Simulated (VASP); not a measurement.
# CdS (F-43m) in VASP: single point with PBE+D3(BJ)

Aim: the single point of CdS with PBE+D3(BJ).

Everything below comes from runs of VASP 6.6.1. Logs are shortened: lines on timing, memory, paths and dates and some standing lists are left out, and cuts for length are marked.

## 1. The cell of the first run

Symmetry: F-43m, No. 216, cubic system. Conventional cell: a = 5.853 Å, b = 5.853 Å, c = 5.853 Å, α = 90.00°, β = 90.00°, γ = 90.00°. Within 3.3 Å of Cd (site symmetry -43m) lie 4 S at 2.53 Å. Within 3.3 Å of S (site symmetry -43m) lie 4 Cd at 2.53 Å.

## 2. Single point, PBE+D3(BJ)

INCAR

```
SYSTEM = CdS
  PREC = Accurate
  ENCUT = 500
  EDIFF = 1E-6
  ISMEAR = 0
  SIGMA = 0.02
  LREAL = .False.
  LASPH = .True.
  NELM = 120
  ALGO = Normal
  ISIF = 2
  LWAVE = .False.
  LCHARG = .False.
  GGA = PE
  IVDW = 12
  NBANDS = 16
  GGA_COMPAT = .False.
```

KPOINTS

```
regular mesh
0
Gamma
  8 8 8
  0 0 0
```

POSCAR

```
CdS
1.0
    0.0000000000      2.9267339013      2.9267339013
    2.9267339013      0.0000000000      2.9267339013
    2.9267339013      2.9267339013      0.0000000000
Cd S
1 1
Direct
    0.0000000000      0.0000000000      0.0000000000
    0.7500000000      0.7500000000      0.7500000000
```

Potentials or basis: VASP PAW PBE potentials, release 64 (Cd, S).

On the command line:

```sh
> cat potpaw_PBE.64/Cd/POTCAR potpaw_PBE.64/S/POTCAR > POTCAR
> mpirun -np 1 vasp_std > vasp.out
```

OUTCAR:

```text
SYSTEM = CdS
   PREC = Accurate
   ENCUT = 500
   EDIFF = 1E-6
   ISMEAR = 0
   LREAL = .False.
   LASPH = .True.
   NELM = 120
   ISIF = 2
   GGA = PE
   IVDW = 12
 IVDW          = 12

 ion  position               nearest neighbor table
   1  0.000  0.000  0.000-   2 2.53   2 2.53   2 2.53   2 2.53
   2  0.750  0.750  0.750-   1 2.53   1 2.53   1 2.53   1 2.53

  LATTYP: Found a face centered cubic cell.
 ALAT       =     5.8534678026

  Lattice vectors:

 A1 = (   0.0000000000,   2.9267339013,   2.9267339013)
 A2 = (   2.9267339013,   0.0000000000,   2.9267339013)
 A3 = (   2.9267339013,   2.9267339013,   0.0000000000)

Analysis of symmetry for initial positions (statically):
=====================================================================
 Subroutine PRICEL returns:
 Original cell was already a primitive cell.

 Routine SETGRP: Setting up the symmetry group for a
 face centered cubic supercell.

 Subroutine GETGRP returns: Found 24 space group operations
 (whereof 24 operations were pure point group operations)
 out of a pool of 48 trial point group operations.

The static configuration has the point symmetry T_d .

Analysis of symmetry for dynamics (positions and initial velocities):
=====================================================================
 Subroutine PRICEL returns:
 Original cell was already a primitive cell.

 Routine SETGRP: Setting up the symmetry group for a
 face centered cubic supercell.

 Subroutine GETGRP returns: Found 24 space group operations
 (whereof 24 operations were pure point group operations)
 out of a pool of 48 trial point group operations.

The dynamic configuration has the point symmetry T_d .

 Subroutine INISYM returns: Found 24 space group operations
 (whereof 24 operations are pure point group operations),
 and found     1 'primitive' translations

----------------------------------------------------------------------------------------

                                     Primitive cell

  volume of cell :      50.1395

  direct lattice vectors                    reciprocal lattice vectors
     0.000000000  2.926733901  2.926733901    -0.170838900  0.170838900  0.170838900
     2.926733901  0.000000000  2.926733901     0.170838900 -0.170838900  0.170838900
     2.926733901  2.926733901  0.000000000     0.170838900  0.170838900 -0.170838900

  length of vectors
     4.139026777  4.139026777  4.139026777     0.295901655  0.295901655  0.295901655

  position of ions in fractional coordinates (direct lattice)
     0.000000000  0.000000000  0.000000000
     0.750000000  0.750000000  0.750000000

[... 77 lines left out ...]
   LREAL  =      F    real-space projection
   EDIFFG = 0.1E-04   stopping-criterion for IOM
   NSW    =      0    number of steps for IOM
   IBRION =     -1    ionic relax: 0-MD 1-quasi-New 2-CG
   NFREE  =      0    steps in history (QN), initial steepest desc. (CG)
   ISIF   =      2    stress and relaxation
   ISYM   =      2    0-nonsym 1-usesym 2-fastsym
   POTIM  = 0.5000    time-step for ionic-motion
   TEBEG  =    0.0;   TEEND  =   0.0 temperature during run
   PSTRESS=    0.0 pullay stress
   NELECT =      18.0000    total number of electrons
   NUPDOWN=      -1.0000    fix difference up-down
   EMIN   =  10.00;   EMAX   =-10.00  energy-range for DOS
   EFERMI =   0.00;   METHOD = LEGACY
   ISMEAR =     0;   SIGMA  =   0.02  broadening in eV -4-tet -1-fermi 0-gaus
   EFERMI_NEDOS =   21; number of points for ismear=-14 and -15
   IALGO  =     38    algorithm
   IMIX   =      4    mixing-type and parameters
     AMIX     =   0.40;   BMIX     =  1.00
     AMIX_MAG =   1.60;   BMIX_MAG =  1.00
  volume/ion in A,a.u.               =      25.07       169.18
  Fermi-wavevector in a.u.,A,eV,Ry     =   1.163516  2.198727 18.419158  1.353770
  Thomas-Fermi vector in A             =   2.300065
   LORBIT       =      0    0 simple, 1 ext, 2 COOP (PROOUT), +10 PAW based schemes
   GGA     = PE    functional components
   LHFCALC =     F    Hartree Fock is set to
   AEXX    =    0.0000 exact exchange contribution
   IVDW    =    12    specifies the selected vdW correction
   LEPSILON=     F    determine dielectric tensor
   LRPA    =     F    only Hartree local field effects (RPA)
 non-spin polarized calculation
 Gauss-broadening in eV      SIGMA  =   0.02
  energy-cutoff  :      500.00
  volume of cell :       50.14
 maximum number of plane-waves:      1287
   NGX = 15   NGY = 15   NGZ = 15

 number of electron      17.9999998 magnetization

 Free energy of the ion-electron system (eV)
  ---------------------------------------------------
  ext. energy  EPLUGINS =         0.00000000
  ---------------------------------------------------
  free energy    TOTEN  =        -6.13061142 eV

  energy without entropy =       -6.13061142  energy(sigma->0) =       -6.13061142

 E-fermi :   1.3331     XC(G=0):  -9.1005

 val. band max:        1.2248462690   @ k =   0.0000   0.0000   0.0000
 cond. band min:       2.3513117143   @ k =   0.0000   0.0000   0.0000
 fundamental gap:      1.1264654453
 Fermi energy:         1.3330653249

 k-point     1 :       0.0000    0.0000    0.0000
  band No.  band energies     occupation
      1     -11.0810      2.00000
      2      -6.4657      2.00000
      3      -6.4657      2.00000
      4      -6.4657      2.00000
      5      -6.0001      2.00000
      6      -6.0001      2.00000
[... 433 lines left out ...]
      3      -6.2691      2.00000
      4      -6.0246      2.00000
      5      -5.9740      2.00000
      6      -5.5184      2.00000
[... 8 lines left out ...]
     15      13.4991      0.00000
     16      14.3613      0.00000

 [... further k-points ...]

------------------------ aborting loop because EDIFF is reached ----------------------------------------

 Edisp (eV)   -0.60607

 E8    (eV) :    -0.2469

  FORCE on cell =-STRESS in cart. coord.  units (eV):
  Direction    XX          YY          ZZ          XY          YZ          ZX
  --------------------------------------------------------------------------------------
  -------------------------------------------------------------------------------------
  Total       0.09849     0.09849     0.09849     0.00000    -0.00000     0.00000
  in kB       3.14713     3.14713     3.14713     0.00000    -0.00000     0.00000
  external pressure =        3.15 kB  Pullay stress =        0.00 kB

 VOLUME and BASIS-vectors are now :
 -----------------------------------------------------------------------------
  energy-cutoff  :      500.00
  volume of cell :       50.14
      direct lattice vectors                 reciprocal lattice vectors
     0.000000000  2.926733901  2.926733901    -0.170838900  0.170838900  0.170838900
     2.926733901  0.000000000  2.926733901     0.170838900 -0.170838900  0.170838900
     2.926733901  2.926733901  0.000000000     0.170838900  0.170838900 -0.170838900

 POSITION                                       TOTAL-FORCE (eV/Angst)
 -----------------------------------------------------------------------------------
      0.00000      0.00000      0.00000         0.000000      0.000000      0.000000
      4.39010      4.39010      4.39010        -0.000000     -0.000000     -0.000000
 -----------------------------------------------------------------------------------
    total drift:                               -0.000000     -0.000000      0.000000

  FREE ENERGIE OF THE ION-ELECTRON SYSTEM (eV)
  ---------------------------------------------------
  free  energy   TOTEN  =        -6.7366818891 eV

  energy  without entropy=       -6.7366818891  energy(sigma->0) =       -6.73668189
```

OSZICAR:

```text
N       E                     dE             d eps       ncg     rms          rms(c)
DAV:   1     0.108746594347E+03    0.10875E+03   -0.87396E+03   936   0.994E+02
DAV:   2    -0.235493434018E+01   -0.11110E+03   -0.10458E+03  1104   0.251E+02
DAV:   3    -0.664907533029E+01   -0.42941E+01   -0.42848E+01  1192   0.519E+01
DAV:   4    -0.667596081213E+01   -0.26885E-01   -0.26884E-01  1160   0.401E+00
DAV:   5    -0.667632688151E+01   -0.36607E-03   -0.36607E-03  1176   0.441E-01    0.794E+00
DAV:   6    -0.614921065641E+01    0.52712E+00   -0.84125E-01  1384   0.115E+01    0.640E+00
DAV:   7    -0.613019957036E+01    0.19011E-01   -0.19474E-01  1152   0.302E+00    0.312E+00
DAV:   8    -0.613048235207E+01   -0.28278E-03   -0.17772E-02  1088   0.168E+00    0.300E-01
DAV:   9    -0.613041065310E+01    0.71699E-04   -0.20814E-03  1120   0.670E-01    0.581E-02
DAV:  10    -0.613053493990E+01   -0.12429E-03   -0.24554E-04  1120   0.159E-01    0.676E-02
DAV:  11    -0.613061859275E+01   -0.83653E-04   -0.13296E-04  1064   0.914E-02    0.231E-02
DAV:  12    -0.613061045161E+01    0.81411E-05   -0.25022E-05  1280   0.646E-02    0.101E-02
DAV:  13    -0.613061176038E+01   -0.13088E-05   -0.42643E-06  1088   0.121E-02    0.115E-02
DAV:  14    -0.613061141713E+01    0.34325E-06   -0.31943E-07   856   0.338E-03
   1 F= -.67366819E+01 E0= -.67366819E+01  d E =-.127297E-16
```

stdout:

```text
POSCAR found type information on POSCAR CdS
 POSCAR found :  2 types and       2 ions
 scaLAPACK will be used
 LDA part: xc-table for (Slater+PW92), standard interpolation
 POSCAR, INCAR and KPOINTS ok, starting setup
 FFT: planning ... GRIDC
 FFT: planning ... GRID_SOFT
 FFT: planning ... GRID
 WAVECAR not read
 entering main loop
```

It took 43 s on 1 thread of Intel Xeon 8259CL, shared host; peak memory 0.19 GiB.

Results:

| Item | Value |
| --- | --- |
| Free energy | -6.7367 eV |
| Pressure | 0.3 GPa |
| Band gap on the k mesh | 1.13 eV |
| Dispersion energy per atom | -0.303 eV |

Levels at points of the mesh, in eV from the valence-band top:
```
           k point  band 5  band 6  band 7  band 8  band 9  band 10  band 11  band 12  band 13  band 14
(0.00, 0.00, 0.00)   -7.22   -7.22    0.00    0.00    0.00     1.13     6.55     6.55     6.55    11.38
(0.50, 0.00, 0.00)   -7.19   -6.85   -4.34   -0.74   -0.74     3.00     7.01     7.01     7.45    11.06
(0.50, 0.50, 0.00)   -7.14   -6.79   -3.91   -1.84   -1.84     3.57     4.34     9.19    10.72    10.72
```
